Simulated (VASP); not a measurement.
# Ir (P6_3/mmc) in VASP: settings compared, part 2 of 2

VASP 6.6.1. Earlier steps stand in the parts before.

## Step 3: Relaxation of cell and atoms, BLYP+D3(BJ)

INCAR

```
PREC = Accurate ; ENCUT = 600
EDIFF = 1E-7 ; ISMEAR = 0
SIGMA = 0.15 ; LREAL = False
LASPH = True ; NELM = 60
ALGO = Normal ; ISIF = 3
LWAVE = False ; LCHARG = False
GGA = B5 ; ALDAX = 1.0
AGGAX = 1.0 ; AGGAC = 1.0
ALDAC = 0.0 ; IVDW = 12
VDW_S6 = 1.0 ; VDW_S8 = 2.6996
VDW_A1 = 0.4298 ; VDW_A2 = 4.2359
IBRION = 2 ; NSW = 80
EDIFFG = -0.01
```

KPOINTS

```
regular mesh
0
Gamma
  10 10 5
```

POSCAR

```
Ir
1.0
    2.7513778900      0.0000000000      0.0000000000
   -1.3756889500      2.3827631500      0.0000000000
    0.0000000000      0.0000000000      4.4622900000
Ir
2
Direct
    0.6666666720      0.3333333319      0.7500000000
    0.3333333337      0.6666666723      0.2500000000
```

Potentials or basis: VASP PAW PBE potentials, release 64 (Ir).

Launch:

```
> cat potpaw_PBE.64/Ir/POTCAR > POTCAR
> mpirun -np 1 vasp_std > vasp.out
```

OUTCAR:

```text
PREC = Accurate
   ENCUT = 600
   EDIFF = 1E-7
   ISMEAR = 0
   LREAL = False
   LASPH = True
   NELM = 60
   ISIF = 3
   GGA = B5
   IVDW = 12
   IBRION = 2
   NSW = 80
   EDIFFG = -0.01
 IVDW          = 12

 ion  position               nearest neighbor table
   1  0.667  0.333  0.750-   2 2.74   2 2.74   2 2.74   2 2.74   2 2.74   2 2.74
   2  0.333  0.667  0.250-   1 2.74   1 2.74   1 2.74   1 2.74   1 2.74   1 2.74

  LATTYP: Found a hexagonal cell.
 ALAT       =     2.7513778900
 C/A-ratio  =     1.6218382855

  Lattice vectors:

 A1 = (   2.7513778900,   0.0000000000,   0.0000000000)
 A2 = (  -1.3756889500,   2.3827631500,   0.0000000000)
 A3 = (   0.0000000000,   0.0000000000,   4.4622900000)

Analysis of symmetry for initial positions (statically):
=====================================================================
 Subroutine PRICEL returns:
 Original cell was already a primitive cell.

 Routine SETGRP: Setting up the symmetry group for a
 hexagonal supercell.

 Subroutine GETGRP returns: Found 24 space group operations
 (whereof 12 operations were pure point group operations)
 out of a pool of 24 trial point group operations.

The static configuration has the point symmetry D_3d.
 The point group associated with its full space group is D_6h.

Analysis of symmetry for dynamics (positions and initial velocities):
=====================================================================
 Subroutine PRICEL returns:
 Original cell was already a primitive cell.

 Routine SETGRP: Setting up the symmetry group for a
 hexagonal supercell.

 Subroutine GETGRP returns: Found 24 space group operations
 (whereof 12 operations were pure point group operations)
 out of a pool of 24 trial point group operations.

The dynamic configuration has the point symmetry D_3d.
 The point group associated with its full space group is D_6h.

 Subroutine INISYM returns: Found 24 space group operations
 (whereof 12 operations are pure point group operations),
 and found     1 'primitive' translations

----------------------------------------------------------------------------------------

                                     Primitive cell

  volume of cell :      29.2542

  direct lattice vectors                    reciprocal lattice vectors
     2.751377890  0.000000000  0.000000000     0.363454255  0.209840412  0.000000000
    -1.375688950  2.382763150  0.000000000     0.000000000  0.419680823  0.000000000
     0.000000000  0.000000000  4.462290000     0.000000000  0.000000000  0.224100182

  length of vectors
     2.751377890  2.751377894  4.462290000     0.419680824  0.419680823  0.224100182

  position of ions in fractional coordinates (direct lattice)
     0.666666672  0.333333332  0.750000000
     0.333333334  0.666666672  0.250000000

  ion indices of the primitive-cell ions
   primitive index   ion index
                 1           1
                 2           2

----------------------------------------------------------------------------------------

 KPOINTS: regular mesh

Automatic generation of k-mesh.
 Grid dimensions read from file:
 generate k-points for:   10   10    5

 Generating k-lattice:

  Cartesian coordinates                     Fractional coordinates (reciprocal lattice)
     0.036345425  0.020984041  0.000000000     0.100000000  0.000000000  0.000000000
     0.000000000  0.041968082  0.000000000     0.000000000  0.100000000  0.000000000
     0.000000000  0.000000000  0.044820036     0.000000000  0.000000000  0.200000000

  Length of vectors
     0.041968082  0.041968082  0.044820036

  Shift w.r.t. Gamma in fractional coordinates (k-lattice)
     0.000000000  0.000000000  0.000000000

 Subroutine IBZKPT returns following result:
 ===========================================

 Found     42 irreducible k-points:

 Following reciprocal coordinates:
            Coordinates               Weight
  0.000000  0.000000  0.000000      1.000000
  0.100000  0.000000  0.000000      6.000000
  0.200000  0.000000  0.000000      6.000000
  0.300000  0.000000  0.000000      6.000000
  0.400000  0.000000  0.000000      6.000000
  0.500000  0.000000  0.000000      3.000000
[... 16 lines left out ...]
  0.300000  0.100000  0.200000     24.000000
  0.400000  0.100000  0.200000     24.000000
 [... further k-points ...]
   k-points           NKPTS =     42   k-points in BZ     NKDIM =     42   number of bands    NBANDS=     13
   number of dos      NEDOS =    301   number of ions     NIONS =      2
   total plane-waves  NPLWV =  20736
   dimension x,y,z NGX =    24 NGY =   24 NGZ =   36
   dimension x,y,z NGXF=    48 NGYF=   48 NGZF=   72
   ions per type =               2
   NGX,Y,Z   is equivalent  to a cutoff of  14.50, 14.50, 13.41 a.u.
   NGXF,Y,Z  is equivalent  to a cutoff of  29.00, 29.00, 26.82 a.u.
 SYSTEM =  unknown system
   PREC   = accura    normal or accurate (medium, high low for compatibility)
   ISTART =      0    job   : 0-new  1-cont  2-samecut
   ICHARG =      2    charge: 1-file 2-atom 10-const
   ISPIN  =      1    spin polarized calculation?
   LNONCOLLINEAR =      F non collinear calculations
   LSORBIT =      F    spin-orbit coupling
   LASPH  =      T    aspherical Exc in radial PAW
   ENCUT  =  600.0 eV  44.10 Ry    6.64 a.u.   5.50  5.50  8.91*2*pi/ulx,y,z
   NELM   =     60;   NELMIN=  2; NELMDL= -5     # of ELM steps
   EDIFF  = 0.1E-06   stopping-criterion for ELM
   LREAL  =      F    real-space projection
   EDIFFG = -.1E-01   stopping-criterion for IOM
   NSW    =     80    number of steps for IOM
   IBRION =      2    ionic relax: 0-MD 1-quasi-New 2-CG
   NFREE  =      1    steps in history (QN), initial steepest desc. (CG)
   ISIF   =      3    stress and relaxation
   ISYM   =      2    0-nonsym 1-usesym 2-fastsym
   POTIM  = 0.5000    time-step for ionic-motion
   TEBEG  =    0.0;   TEEND  =   0.0 temperature during run
   PSTRESS=    0.0 pullay stress
   NELECT =      18.0000    total number of electrons
   NUPDOWN=      -1.0000    fix difference up-down
   EMIN   =  10.00;   EMAX   =-10.00  energy-range for DOS
   EFERMI =   0.00;   METHOD = LEGACY
   ISMEAR =     0;   SIGMA  =   0.15  broadening in eV -4-tet -1-fermi 0-gaus
   EFERMI_NEDOS =   21; number of points for ismear=-14 and -15
   IALGO  =     38    algorithm
   IMIX   =      4    mixing-type and parameters
     AMIX     =   0.40;   BMIX     =  1.00
     AMIX_MAG =   1.60;   BMIX_MAG =  1.00
  volume/ion in A,a.u.               =      14.63        98.71
  Fermi-wavevector in a.u.,A,eV,Ry     =   1.392417  2.631287 26.379323  1.938826
  Thomas-Fermi vector in A             =   2.516162
   LORBIT       =      0    0 simple, 1 ext, 2 COOP (PROOUT), +10 PAW based schemes
   GGA     = B5    functional components
   LHFCALC =     F    Hartree Fock is set to
   AEXX    =    0.0000 exact exchange contribution
   IVDW    =    12    specifies the selected vdW correction
   LEPSILON=     F    determine dielectric tensor
   LRPA    =     F    only Hartree local field effects (RPA)
 conjugate gradient relaxation of ions
 non-spin polarized calculation
 Gauss-broadening in eV      SIGMA  =   0.15
  energy-cutoff  :      600.00
  volume of cell :       29.25
 maximum number of plane-waves:      1002
 NGX is ok and might be reduce to    24
   NGX = 11   NGY = 11   NGZ = 17

--------------------------------------- Ionic step        1  -------------------------------------------

 number of electron      17.9999999 magnetization

 Free energy of the ion-electron system (eV)
  ---------------------------------------------------
  ext. energy  EPLUGINS =         0.00000000
  ---------------------------------------------------
  free energy    TOTEN  =       -14.67212303 eV

  energy without entropy =      -14.63939601  energy(sigma->0) =      -14.65575952

------------------------ aborting loop because EDIFF is reached ----------------------------------------

 Edisp (eV)   -3.33238

 E8    (eV) :    -2.5238
[... 151 lines left out ...]
--------------------------------------- Ionic step        5  -------------------------------------------

 number of electron      18.0000000 magnetization

 Free energy of the ion-electron system (eV)
  ---------------------------------------------------
  ext. energy  EPLUGINS =         0.00000000
  ---------------------------------------------------
  free energy    TOTEN  =       -14.66579888 eV

  energy without entropy =      -14.63551371  energy(sigma->0) =      -14.65065629

 E-fermi :  10.5733     XC(G=0): -13.0968

 val. band max:       10.5640191114   @ k =   0.2000   0.1000   0.4000
 cond. band min:      10.5982638422   @ k =   0.3000   0.0000   0.4000
 fundamental gap:      0.0342447308
 Fermi energy:        10.5732718570

 k-point     1 :       0.0000    0.0000    0.0000
  band No.  band energies     occupation
      1      -0.1210      2.00000
      2       2.7497      2.00000
      3       6.6767      2.00000
      4       6.8975      2.00000
      5       6.8975      2.00000
      6       7.4849      2.00000
      7       7.4849      2.00000
      8       8.4143      2.00000
      9       8.4143      2.00000
     10      10.0534      2.00000
     11      10.8636      0.00620
     12      10.8636      0.00620
     13      17.2664      0.00000
[... 354 lines left out ...]
  band No.  band energies     occupation
      1       3.2470      2.00000
      2       3.8174      2.00000
      3       4.9395      2.00000
      4       5.4848      2.00000
      5       6.6957      2.00000
      6       7.9589      2.00000
      7       8.6262      2.00000
      8      10.4601      1.71422
      9      10.9057      0.00173
     10      11.4414      0.00000
     11      13.0379      0.00000
     12      15.6517      0.00000
     13      18.0024      0.00000

 [... further k-points ...]

------------------------ aborting loop because EDIFF is reached ----------------------------------------

 Edisp (eV)   -3.34302

 E8    (eV) :    -2.5319
[... 25 lines left out ...]
  FREE ENERGIE OF THE ION-ELECTRON SYSTEM (eV)
  ---------------------------------------------------
  free  energy   TOTEN  =       -18.0088186759 eV

  energy  without entropy=      -17.9785335007  energy(sigma->0) =      -17.99367609

 reached required accuracy - stopping structural energy minimisation
```

OSZICAR:

```text
N       E                     dE             d eps       ncg     rms          rms(c)
DAV:   1     0.165116801589E+03    0.16512E+03   -0.93973E+03  1092   0.155E+03
[... 39 lines left out ...]
       N       E                     dE             d eps       ncg     rms          rms(c)
DAV:   1    -0.146740194732E+02    0.15530E-01   -0.37634E-01  1137   0.770E+00    0.778E-01
DAV:   2    -0.146669486497E+02    0.70708E-02   -0.11032E-02  1336   0.149E+00    0.274E-01
DAV:   3    -0.146658176441E+02    0.11310E-02   -0.32061E-03  1312   0.710E-01    0.803E-02
DAV:   4    -0.146657999987E+02    0.17645E-04   -0.19314E-04  1137   0.176E-01    0.180E-02
DAV:   5    -0.146657985364E+02    0.14623E-05   -0.15513E-05  1388   0.495E-02    0.607E-03
DAV:   6    -0.146657989260E+02   -0.38959E-06   -0.77553E-07  1132   0.988E-03    0.131E-03
DAV:   7    -0.146657988814E+02    0.44595E-07   -0.96798E-08   561   0.484E-03
   5 F= -.18008819E+02 E0= -.17993676E+02  d E =-.556970E-03
```

Run time: 90 s. Hardware: 1 thread of Intel Xeon Platinum 8488C (Sapphire Rapids), shared host; peak memory 0.17 GiB.

What came out:

* Free energy: -18.0088 eV
* Relaxed volume: 14.58 Å³/atom
* Relaxed cell: a = 2.736 Å, b = 2.736 Å, c = 4.499 Å, α = 90.00°, β = 90.00°, γ = 120.00°
* Space group after relaxing (to 0.05 Å): P6_3/mmc (No. 194)
* Energy gained by relaxing: 2.2 meV/atom
* Ionic steps: 5
* Pressure after relaxing: 0.0 GPa
* Band gap on the k mesh: zero (band 9 reaches 11.50 eV, above the bottom of band 10 at 8.47 eV)
* Dispersion energy per atom: -1.672 eV

The path:
| step | energy change (eV) | largest force (eV/Å) | pressure (GPa) | volume (Å³) |
| --- | --- | --- | --- | --- |
| 1 | 0.0000 | 0.0000 | -0.95 | 29.25 |
| 2 | 0.0000 | 0.0000 | 3.47 | 28.88 |
| 3 | -0.0038 | 0.0000 | 1.20 | 29.07 |
| 4 | -0.0016 | 0.0000 | -2.53 | 29.39 |
| 5 | -0.0043 | 0.0000 | 0.00 | 29.17 |

Final structure:
```cif
data_structure
_symmetry_space_group_name_H-M 'P 1'
_symmetry_Int_Tables_number 1
_cell_length_a 2.7361
_cell_length_b 2.7361
_cell_length_c 4.4986
_cell_angle_alpha 90.000
_cell_angle_beta 90.000
_cell_angle_gamma 120.000
_cell_volume 29.17
loop_
_atom_site_label
_atom_site_type_symbol
_atom_site_fract_x
_atom_site_fract_y
_atom_site_fract_z
_atom_site_occupancy
Ir1 Ir 0.66667 0.33333 0.75000 1
Ir2 Ir 0.33333 0.66667 0.25000 1
```

Caveat: the PAW data sets were made with another functional, which shifts forces and pressure a little; spin-orbit coupling is left out, which moves the levels of the heavy elements; pairwise dispersion overbinds metals, which lowers pressure and volume.
